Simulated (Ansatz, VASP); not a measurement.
# Y in VASP and in Ansatz

```
Y
1.0
     3.65150    0.00000    0.00000
    -1.82575    3.16229    0.00000
     0.00000    0.00000    5.74740
Y
2
Direct
  0.33333 0.66667 0.25000
  0.66667 0.33333 0.75000
```

Alike in both runs: task single point; functional PBEsol; k mesh 6 × 6 × 4; occupations gaussian, width 0.1 eV; no spin polarisation.

|  | VASP | Ansatz |
| --- | --- | --- |
| version | VASP 6.6.1 | Ansatz 0.2.0 |
| potentials or method | VASP PAW PBE potentials, release 64 (Y_sv), cutoff 520 eV | scalar-relativistic, plane waves, PAW |
| valence electrons in the cell | 22 | 22 |

Ansatz gave:

| Item | Value |
| --- | --- |
| gap on the k mesh at the Fermi level (eV) | none |
| pressure (GPa) | -2.2 |
| traceless stress, the component that is largest in VASP (GPa) | -0.80 |

Estimate VASP's values.

gap on the k mesh at the Fermi level (eV): none; pressure (GPa): -2.3; traceless stress, the component that is largest in VASP (GPa): -0.79.

VASP's potentials were made for PBE, not for PBEsol. A gap of «none» marks a metal or a gap that the smearing closes.
